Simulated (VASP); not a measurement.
# TiAl3 (vib) (I4/mmm) in VASP: a series of runs, part 2 of 2

VASP 6.6.1. Earlier steps stand in the parts before.

**3. Single point, LDA**

This run uses another cell than the first one, of 15.14 Å³/atom, 0.969 times its volume.

Input file INCAR:

```
SYSTEM = TiAl3
PREC = Accurate ; ENCUT = 520
EDIFF = 1E-7 ; ISMEAR = 0
SIGMA = 0.1 ; LREAL = .False.
LASPH = .True. ; NELM = 80
ALGO = Fast ; ISIF = 2
LWAVE = .False. ; LCHARG = .False.
GGA = CA ; NBANDS = 18
```

Input file KPOINTS:

```
regular mesh
0
Gamma
  12 12 12
  0 0 0
```

Input file POSCAR:

```
TiAl3
1.0
   -1.8895834422      1.8895834422      4.2411100211
    1.8895834422     -1.8895834422      4.2411100211
    1.8895834422      1.8895834422     -4.2411100211
Ti Al
1 3
Direct
    0.0000000000      0.0000000000      0.0000000000
    0.5000000000      0.5000000000      0.0000000000
    0.7500000000      0.2500000000      0.5000000000
    0.2500000000      0.7500000000      0.5000000000
```

Potentials or basis: VASP PAW LDA potentials, release 64 (Ti_sv, Al).

Run with:

```sh
$ cat potpaw_LDA.64/Ti_sv/POTCAR potpaw_LDA.64/Al/POTCAR > POTCAR
$ mpirun -np 1 vasp_std > vasp.out
```

OUTCAR:

```text
SYSTEM = TiAl3
   PREC = Accurate
   ENCUT = 520
   EDIFF = 1E-7
   ISMEAR = 0
   LREAL = .False.
   LASPH = .True.
   NELM = 80
   ISIF = 2
   GGA = CA

 ion  position               nearest neighbor table
   1  0.000  0.000  0.000-   2 2.67   2 2.67   2 2.67   2 2.67   4 2.84   3 2.84   4 2.84   4 2.84
                             3 2.84   3 2.84   4 2.84   3 2.84
   2  0.500  0.500  0.000-   1 2.67   1 2.67   1 2.67   1 2.67   4 2.84   3 2.84   4 2.84   3 2.84
                             4 2.84   4 2.84   3 2.84   3 2.84
   3  0.750  0.250  0.500-   4 2.67   4 2.67   4 2.67   4 2.67   2 2.84   1 2.84   2 2.84   1 2.84
                             2 2.84   2 2.84   1 2.84   1 2.84
   4  0.250  0.750  0.500-   3 2.67   3 2.67   3 2.67   3 2.67   2 2.84   1 2.84   2 2.84   2 2.84
                             1 2.84   1 2.84   2 2.84   1 2.84

  LATTYP: Found a body centered tetragonal cell.
 ALAT       =     3.7791668844
 C/A-ratio  =     2.2444682391

  Lattice vectors:

 A1 = (  -1.8895834422,   1.8895834422,   4.2411100211)
 A2 = (   1.8895834422,  -1.8895834422,   4.2411100211)
 A3 = (   1.8895834422,   1.8895834422,  -4.2411100211)

Analysis of symmetry for initial positions (statically):
[... 175 lines left out ...]
  free energy    TOTEN  =       -22.79829384 eV

  energy without entropy =      -22.78969153  energy(sigma->0) =      -22.79399269

 E-fermi :   8.4485     XC(G=0): -11.1166

 val. band max:        8.4457734147   @ k =  -0.3333  -0.4167   0.0833
 cond. band min:       8.4520703545   @ k =   0.3333  -0.0000   0.0000
 fundamental gap:      0.0062969398
 Fermi energy:         8.4485142503

 k-point     1 :       0.0000    0.0000    0.0000
  band No.  band energies     occupation
      1     -47.1903      2.00000
      2     -23.9036      2.00000
      3     -23.9036      2.00000
      4     -23.8248      2.00000
      5      -1.7809      2.00000
      6       5.5488      2.00000
[... 481 lines left out ...]
      5       0.4029      2.00000
      6       2.7919      2.00000
[... 10 lines left out ...]
     17      12.8427      0.00000
     18      15.1867      0.00000

 [... further k-points ...]
[... 5 lines left out ...]
  --------------------------------------------------------------------------------------
  -------------------------------------------------------------------------------------
  Total        0.0676744      0.0676744      0.0661639      0.0000000      0.0000000      0.0000000
  in kB        1.7900428      1.7900428      1.7500889      0.0000000      0.0000000      0.0000000
  external PRESSURE =       1.7767249 kB  Pullay stress =       0.0000000 kB

 VOLUME and BASIS-vectors are now :
 -----------------------------------------------------------------------------
  energy-cutoff  :      520.00
  volume of cell :       60.57
      direct lattice vectors                 reciprocal lattice vectors
    -1.889583442  1.889583442  4.241110021     0.000000000  0.264608585  0.117893664
     1.889583442 -1.889583442  4.241110021     0.264608585  0.000000000  0.117893664
     1.889583442  1.889583442 -4.241110021     0.264608585  0.264608585  0.000000000

 POSITION                                       TOTAL-FORCE (eV/Angst)
 -----------------------------------------------------------------------------------
      0.00000      0.00000      0.00000         0.000000     -0.000000     -0.000000
      0.00000      0.00000      4.24111         0.000000     -0.000000     -0.000000
      0.00000      1.88958      2.12056         0.000000     -0.000000      0.000000
      1.88958      0.00000      2.12056        -0.000000      0.000000      0.000000
 -----------------------------------------------------------------------------------
    total drift:                               -0.000000     -0.000000     -0.000000

  FREE ENERGIE OF THE ION-ELECTRON SYSTEM (eV)
  ---------------------------------------------------
  free  energy   TOTEN  =       -22.7982938400 eV

  energy  without entropy=      -22.7896915336  energy(sigma->0) =      -22.79399269
```

OSZICAR:

```text
N       E                     dE             d eps       ncg     rms          rms(c)
DAV:   1     0.119898420938E+03    0.11990E+03   -0.92853E+03  5868   0.108E+03
DAV:   2    -0.160614990161E+02   -0.13596E+03   -0.13238E+03  5984   0.285E+02
DAV:   3    -0.244882870501E+02   -0.84268E+01   -0.82439E+01  9184   0.650E+01
[... 32 lines left out ...]
RMM:  36    -0.227982933808E+02   -0.13562E-06   -0.16325E-06  5771   0.279E-03    0.929E-04
RMM:  37    -0.227982935373E+02   -0.15655E-06   -0.18612E-06  5172   0.244E-03    0.893E-04
RMM:  38    -0.227982936375E+02   -0.10016E-06   -0.12334E-06  4905   0.225E-03    0.805E-04
RMM:  39    -0.227982937610E+02   -0.12346E-06   -0.14812E-06  4835   0.221E-03    0.820E-04
RMM:  40    -0.227982938400E+02   -0.79001E-07   -0.98485E-07  4798   0.217E-03
   1 F= -.22798294E+02 E0= -.22793993E+02  d E =-.860231E-02
```

It took 7.3 min on 1 thread of Intel Xeon 6975P-C (Granite Rapids), shared host; peak memory 0.31 GiB.

Results:

- Free energy: -22.7983 eV
- Pressure: 0.2 GPa

Levels at points of the mesh, in eV from the Fermi level:
| k point | band 7 | band 8 | band 9 | band 10 | band 11 | band 12 | band 13 | band 14 | band 15 | band 16 |
| --- | --- | --- | --- | --- | --- | --- | --- | --- | --- | --- |
| (0.00, 0.00, 0.00) | -2.63 | -1.47 | -1.24 | -1.24 | 0.87 | 1.87 | 1.87 | 2.33 | 2.63 | 3.97 |
| (0.50, 0.00, 0.00) | -3.65 | -2.92 | -1.07 | -0.28 | 0.52 | 1.87 | 2.18 | 2.82 | 3.29 | 4.67 |
| (0.50, 0.50, 0.00) | -4.42 | -3.79 | -2.65 | -2.20 | -1.02 | 1.85 | 2.00 | 2.80 | 2.96 | 3.34 |
| (0.50, 0.50, 0.50) | -2.05 | -0.86 | -0.86 | -0.23 | 0.72 | 0.72 | 1.00 | 3.17 | 4.98 | 6.28 |
